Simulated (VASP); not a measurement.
# Pb (P6_3/mmc) in VASP: notebook

The runs below take Pb through single point, with r2SCAN, PBE0, LDA, PBEsol.

Everything below comes from runs of VASP 6.6.1. Logs are shortened: lines on timing, memory, paths and dates and some standing lists are left out, and cuts for length are marked.

### Step 1. The cell of the first run

It takes space group P6_3/mmc (No. 194, hexagonal). Conventional cell: a = 3.526 Å, b = 3.526 Å, c = 5.664 Å, α = 90.00°, β = 90.00°, γ = 120.00°. Pb (site symmetry -6m2) has 12 Pb at 3.49 to 3.53 Å within 4.6 Å.

This isn't the form of Pb at room conditions, which is fcc.

### Step 2. Single point, r2SCAN

Input file POSCAR:

```
Pb
1.0
    3.5257947253      0.0000000000      0.0000000000
   -1.7628973626      3.0534278007      0.0000000000
    0.0000000000      0.0000000000      5.6635610674
Pb
2
Direct
    0.6666666667      0.3333333333      0.7500000000
    0.3333333333      0.6666666667      0.2500000000
```

Input file INCAR.step1:

```
  PREC = Accurate
  ENCUT = 520
  ISMEAR = -1
  SIGMA = 0.05
  LREAL = False
  LASPH = True
  NELM = 60
  NBANDS = 21
  GGA = PE
  ALGO = Normal
  EDIFF = 1E-4
  LWAVE = True
  LCHARG = False
```

Input file INCAR.step2:

```
  PREC = Accurate
  ENCUT = 520
  EDIFF = 1E-6
  ISMEAR = -1
  SIGMA = 0.05
  LREAL = False
  LASPH = True
  NELM = 60
  ALGO = Normal
  ISIF = 2
  LWAVE = False
  LCHARG = False
  METAGGA = R2SCAN
  LMIXTAU = True
  NBANDS = 21
  ISTART = 1
```

Input file KPOINTS:

```
Automatic mesh
0
Gamma
  9 9 5
```

Potentials or basis: VASP PAW PBE potentials, release 64 (Pb_d).

The run is started by

```
$ cat potpaw_PBE.64/Pb_d/POTCAR > POTCAR
$ cp INCAR.step1 INCAR
$ mpirun -np 1 vasp_std > vasp.out
$ cp INCAR.step2 INCAR
$ mpirun -np 1 vasp_std > vasp.out
```

OUTCAR:

```text
PREC = Accurate
   ENCUT = 520
   EDIFF = 1E-6
   ISMEAR = -1
   LREAL = False
   LASPH = True
   NELM = 60
   ISIF = 2
   METAGGA = R2SCAN
   ISTART = 1

 ion  position               nearest neighbor table
   1  0.667  0.333  0.750-   2 3.49   2 3.49   2 3.49   2 3.49   2 3.49   2 3.49
   2  0.333  0.667  0.250-   1 3.49   1 3.49   1 3.49   1 3.49   1 3.49   1 3.49

  LATTYP: Found a hexagonal cell.
 ALAT       =     3.5257947253
 C/A-ratio  =     1.6063218391

  Lattice vectors:

 A1 = (   3.5257947253,   0.0000000000,   0.0000000000)
 A2 = (  -1.7628973626,   3.0534278007,   0.0000000000)
 A3 = (   0.0000000000,   0.0000000000,   5.6635610674)

Analysis of symmetry for initial positions (statically):
=====================================================================
 Subroutine PRICEL returns:
 Original cell was already a primitive cell.

 Routine SETGRP: Setting up the symmetry group for a
 hexagonal supercell.

 Subroutine GETGRP returns: Found 24 space group operations
 (whereof 12 operations were pure point group operations)
 out of a pool of 24 trial point group operations.

The static configuration has the point symmetry D_3d.
 The point group associated with its full space group is D_6h.

Analysis of symmetry for dynamics (positions and initial velocities):
=====================================================================
 Subroutine PRICEL returns:
 Original cell was already a primitive cell.

 Routine SETGRP: Setting up the symmetry group for a
 hexagonal supercell.

 Subroutine GETGRP returns: Found 24 space group operations
 (whereof 12 operations were pure point group operations)
 out of a pool of 24 trial point group operations.

The dynamic configuration has the point symmetry D_3d.
 The point group associated with its full space group is D_6h.

 Subroutine INISYM returns: Found 24 space group operations
 (whereof 12 operations are pure point group operations),
 and found     1 'primitive' translations

----------------------------------------------------------------------------------------

                                     Primitive cell

  volume of cell :      60.9725

  direct lattice vectors                    reciprocal lattice vectors
     3.525794725  0.000000000  0.000000000     0.283623999  0.163750392  0.000000000
    -1.762897363  3.053427801  0.000000000     0.000000000  0.327500784  0.000000000
     0.000000000  0.000000000  5.663561067     0.000000000  0.000000000  0.176567355

  length of vectors
     3.525794725  3.525794725  5.663561067     0.327500784  0.327500784  0.176567355

  position of ions in fractional coordinates (direct lattice)
     0.666666667  0.333333333  0.750000000
     0.333333333  0.666666667  0.250000000

  ion indices of the primitive-cell ions
   primitive index   ion index
                 1           1
                 2           2

----------------------------------------------------------------------------------------

 KPOINTS: Automatic mesh

Automatic generation of k-mesh.
 Grid dimensions read from file:
 generate k-points for:    9    9    5

 Generating k-lattice:

  Cartesian coordinates                     Fractional coordinates (reciprocal lattice)
     0.031513778  0.018194488  0.000000000     0.111111111 -0.000000000  0.000000000
     0.000000000  0.036388976  0.000000000     0.000000000  0.111111111  0.000000000
     0.000000000  0.000000000  0.035313471     0.000000000  0.000000000  0.200000000

  Length of vectors
     0.036388976  0.036388976  0.035313471

  Shift w.r.t. Gamma in fractional coordinates (k-lattice)
     0.000000000  0.000000000  0.000000000

 Subroutine IBZKPT returns following result:
 ===========================================

 Found     36 irreducible k-points:

 Following reciprocal coordinates:
            Coordinates               Weight
  0.000000  0.000000  0.000000      1.000000
  0.111111  0.000000  0.000000      6.000000
  0.222222 -0.000000  0.000000      6.000000
  0.333333  0.000000  0.000000      6.000000
  0.444444 -0.000000  0.000000      6.000000
  0.111111  0.111111  0.000000      6.000000
[... 16 lines left out ...]
  0.333333  0.222222  0.200000     24.000000
  0.333333  0.333333  0.200000      4.000000
 [... further k-points ...]
   k-points           NKPTS =     36   k-points in BZ     NKDIM =     36   number of bands    NBANDS=     21
   number of dos      NEDOS =    301   number of ions     NIONS =      2
   total plane-waves  NPLWV =  32928
   dimension x,y,z NGX =    28 NGY =   28 NGZ =   42
   dimension x,y,z NGXF=    56 NGYF=   56 NGZF=   84
   ions per type =               2
   NGX,Y,Z   is equivalent  to a cutoff of  13.20, 13.20, 12.33 a.u.
   NGXF,Y,Z  is equivalent  to a cutoff of  26.40, 26.40, 24.66 a.u.
 SYSTEM =  unknown system
   PREC   = accura    normal or accurate (medium, high low for compatibility)
   ISTART =      1    job   : 0-new  1-cont  2-samecut
   ICHARG =      0    charge: 1-file 2-atom 10-const
   ISPIN  =      1    spin polarized calculation?
   LNONCOLLINEAR =      F non collinear calculations
   LSORBIT =      F    spin-orbit coupling
   LASPH  =      T    aspherical Exc in radial PAW
   ENCUT  =  520.0 eV  38.22 Ry    6.18 a.u.   6.56  6.56 10.53*2*pi/ulx,y,z
   NELM   =     60;   NELMIN=  2; NELMDL=  0     # of ELM steps
   EDIFF  = 0.1E-05   stopping-criterion for ELM
   LREAL  =      F    real-space projection
   EDIFFG = 0.1E-04   stopping-criterion for IOM
   NSW    =      0    number of steps for IOM
   IBRION =     -1    ionic relax: 0-MD 1-quasi-New 2-CG
   NFREE  =      0    steps in history (QN), initial steepest desc. (CG)
   ISIF   =      2    stress and relaxation
   ISYM   =      2    0-nonsym 1-usesym 2-fastsym
   POTIM  = 0.5000    time-step for ionic-motion
   TEBEG  =    0.0;   TEEND  =   0.0 temperature during run
   PSTRESS=    0.0 pullay stress
   NELECT =      28.0000    total number of electrons
   NUPDOWN=      -1.0000    fix difference up-down
   EMIN   =  10.00;   EMAX   =-10.00  energy-range for DOS
   EFERMI =   0.00;   METHOD = LEGACY
   ISMEAR =    -1;   SIGMA  =   0.05  broadening in eV -4-tet -1-fermi 0-gaus
   EFERMI_NEDOS =   21; number of points for ismear=-14 and -15
   IALGO  =     38    algorithm
   IMIX   =      4    mixing-type and parameters
     AMIX     =   0.40;   BMIX     =  1.00
     AMIX_MAG =   1.60;   BMIX_MAG =  1.00
  volume/ion in A,a.u.               =      30.49       205.73
  Fermi-wavevector in a.u.,A,eV,Ry     =   1.263037  2.386794 21.704865  1.595263
  Thomas-Fermi vector in A             =   2.396414
   LORBIT       =      0    0 simple, 1 ext, 2 COOP (PROOUT), +10 PAW based schemes
   METAGGA = R2SCAN    functional components
   LHFCALC =     F    Hartree Fock is set to
   AEXX    =    0.0000 exact exchange contribution
   IVDW    =     0    specifies the selected vdW correction
   LEPSILON=     F    determine dielectric tensor
   LRPA    =     F    only Hartree local field effects (RPA)
 non-spin polarized calculation
  energy-cutoff  :      520.00
  volume of cell :       60.97
 maximum number of plane-waves:      1677
 NGX is ok and might be reduce to    28
   NGX = 13   NGY = 13   NGZ = 21

 number of electron      28.0000000 magnetization

 Free energy of the ion-electron system (eV)
  ---------------------------------------------------
  ext. energy  EPLUGINS =         0.00000000
  ---------------------------------------------------
  free energy    TOTEN  =      -112.50123691 eV

  energy without entropy =     -112.48983894  energy(sigma->0) =     -112.49553793

 E-fermi :   7.1268     XC(G=0): -10.8960

 val. band max:        6.9994549897   @ k =   0.3333   0.2222   0.0000
 cond. band min:       7.1396352267   @ k =   0.3333   0.1111   0.2000
 fundamental gap:      0.1401802370
 Fermi energy:         7.1268216992

 k-point     1 :       0.0000    0.0000    0.0000
  band No.  band energies     occupation
      1     -10.5839      2.00000
      2     -10.5463      2.00000
      3     -10.5462      2.00000
      4     -10.5418      2.00000
      5     -10.5233      2.00000
      6     -10.5233      2.00000
[... 13 lines left out ...]
     20      16.8240      0.00000
     21      19.3323      0.00000

 k-point     2 :       0.1111    0.0000    0.0000
  band No.  band energies     occupation
      1     -10.5902      2.00000
      2     -10.5572      2.00000
      3     -10.5193      2.00000
      4     -10.5176      2.00000
      5     -10.5012      2.00000
      6     -10.4955      2.00000
[... 13 lines left out ...]
     20      17.6715      0.00000
     21      18.4035      0.00000

 k-point     3 :       0.2222   -0.0000    0.0000
  band No.  band energies     occupation
      1     -10.6354      2.00000
      2     -10.5460      2.00000
      3     -10.5217      2.00000
      4     -10.5084      2.00000
      5     -10.4932      2.00000
      6     -10.4449      2.00000
[... 13 lines left out ...]
     20      17.3081      0.00000
     21      18.4024      0.00000

 k-point     4 :       0.3333    0.0000    0.0000
  band No.  band energies     occupation
      1     -10.6820      2.00000
      2     -10.5701      2.00000
      3     -10.5594      2.00000
      4     -10.5357      2.00000
      5     -10.4454      2.00000
      6     -10.3918      2.00000
[... 13 lines left out ...]
     20      16.4864      0.00000
     21      18.0305      0.00000

 k-point     5 :       0.4444   -0.0000    0.0000
  band No.  band energies     occupation
      1     -10.7107      2.00000
      2     -10.6045      2.00000
      3     -10.5722      2.00000
      4     -10.5524      2.00000
      5     -10.4165      2.00000
      6     -10.4136      2.00000
[... 13 lines left out ...]
     20      16.0496      0.00000
     21      17.8112      0.00000

 k-point     6 :       0.1111    0.1111    0.0000
  band No.  band energies     occupation
      1     -10.5854      2.00000
      2     -10.5847      2.00000
      3     -10.5092      2.00000
      4     -10.5014      2.00000
      5     -10.4984      2.00000
      6     -10.4802      2.00000
[... 13 lines left out ...]
     20      17.2399      0.00000
     21      17.3036      0.00000

 k-point     7 :       0.2222    0.1111    0.0000
  band No.  band energies     occupation
      1     -10.6308      2.00000
      2     -10.5576      2.00000
      3     -10.5557      2.00000
      4     -10.5221      2.00000
      5     -10.4771      2.00000
      6     -10.4170      2.00000
[... 13 lines left out ...]
     20      15.8899      0.00000
     21      18.9208      0.00000
[... 291 lines left out ...]
      1     -10.6570      2.00000
      2     -10.6060      2.00000
      3     -10.5515      2.00000
      4     -10.5323      2.00000
      5     -10.4684      2.00000
      6     -10.3964      2.00000
[... 13 lines left out ...]
     20      15.6536      0.00000
     21      17.9446      0.00000

 k-point    21 :       0.4444    0.1111    0.2000
  band No.  band energies     occupation
      1     -10.6681      2.00000
      2     -10.6247      2.00000
      3     -10.5504      2.00000
      4     -10.5357      2.00000
      5     -10.4810      2.00000
      6     -10.3708      2.00000
[... 13 lines left out ...]
     20      15.3661      0.00000
     21      18.5871      0.00000

 k-point    22 :       0.2222    0.2222    0.2000
  band No.  band energies     occupation
      1     -10.6052      2.00000
      2     -10.5740      2.00000
      3     -10.5493      2.00000
      4     -10.5478      2.00000
      5     -10.4595      2.00000
      6     -10.4125      2.00000
[... 13 lines left out ...]
     20      17.7076      0.00000
     21      18.3925      0.00000

 k-point    23 :       0.3333    0.2222    0.2000
  band No.  band energies     occupation
      1     -10.6170      2.00000
      2     -10.5882      2.00000
      3     -10.5489      2.00000
      4     -10.5037      2.00000
      5     -10.4714      2.00000
      6     -10.3980      2.00000
[... 13 lines left out ...]
     20      18.3071      0.00000
     21      18.8957      0.00000

 k-point    24 :       0.3333    0.3333    0.2000
  band No.  band energies     occupation
      1     -10.6184      2.00000
      2     -10.5499      2.00000
      3     -10.5499      2.00000
      4     -10.4497      2.00000
      5     -10.4473      2.00000
      6     -10.4473      2.00000
[... 13 lines left out ...]
     20      20.1690      0.00000
     21      20.1690      0.00000

 [... further k-points ...]

------------------------ aborting loop because EDIFF is reached ----------------------------------------

  FORCE on cell =-STRESS in cart. coord.  units (eV):
  Direction    XX          YY          ZZ          XY          YZ          ZX
  --------------------------------------------------------------------------------------
  -------------------------------------------------------------------------------------
  Total       -0.0658620     -0.0658620      1.1607756     -0.0000000      0.0000000      0.0000000
  in kB       -1.7306579     -1.7306579     30.5017370     -0.0000000      0.0000000      0.0000000
  external PRESSURE =       9.0134737 kB  Pullay stress =       0.0000000 kB

 VOLUME and BASIS-vectors are now :
 -----------------------------------------------------------------------------
  energy-cutoff  :      520.00
  volume of cell :       60.97
      direct lattice vectors                 reciprocal lattice vectors
     3.525794725  0.000000000  0.000000000     0.283623999  0.163750392  0.000000000
    -1.762897363  3.053427801  0.000000000     0.000000000  0.327500784  0.000000000
     0.000000000  0.000000000  5.663561067     0.000000000  0.000000000  0.176567355

 POSITION                                       TOTAL-FORCE (eV/Angst)
 -----------------------------------------------------------------------------------
      1.76290      1.01781      4.24767        -0.000000     -0.000000      0.000000
     -0.00000      2.03562      1.41589         0.000000      0.000000      0.000000
 -----------------------------------------------------------------------------------
    total drift:                               -0.000000      0.000000      0.000000

  FREE ENERGIE OF THE ION-ELECTRON SYSTEM (eV)
  ---------------------------------------------------
  free  energy   TOTEN  =      -112.5012369096 eV

  energy  without entropy=     -112.4898389409  energy(sigma->0) =     -112.49553793
```

It took 5.2 min on 1 thread of Intel Xeon 8259CL, shared host; peak memory 0.2 GiB.

What came out:

- Free energy: -112.5012 eV
- Pressure: 0.9 GPa
- Band gap on the k mesh: zero (bands 14 and 15 overlap by 7.69 eV)

Stress tensor (GPa, compression positive):
```
-0.17  0.00  0.00
 0.00 -0.17  0.00
 0.00  0.00  3.05
```

Levels at points of the mesh, in eV from the Fermi level:
```csv
k point,band 10,band 11,band 12,band 13,band 14,band 15,band 16,band 17,band 18,band 19
"(0.00, 0.00, 0.00)",-17.41,-12.23,-8.28,-4.28,5.59,5.59,7.50,7.50,8.17,9.14
```

Caveat: the PAW data sets were made with another functional, which shifts forces and pressure a little; spin-orbit coupling is left out, which moves the levels of the heavy elements.

(Continued in part 2 of 2.)
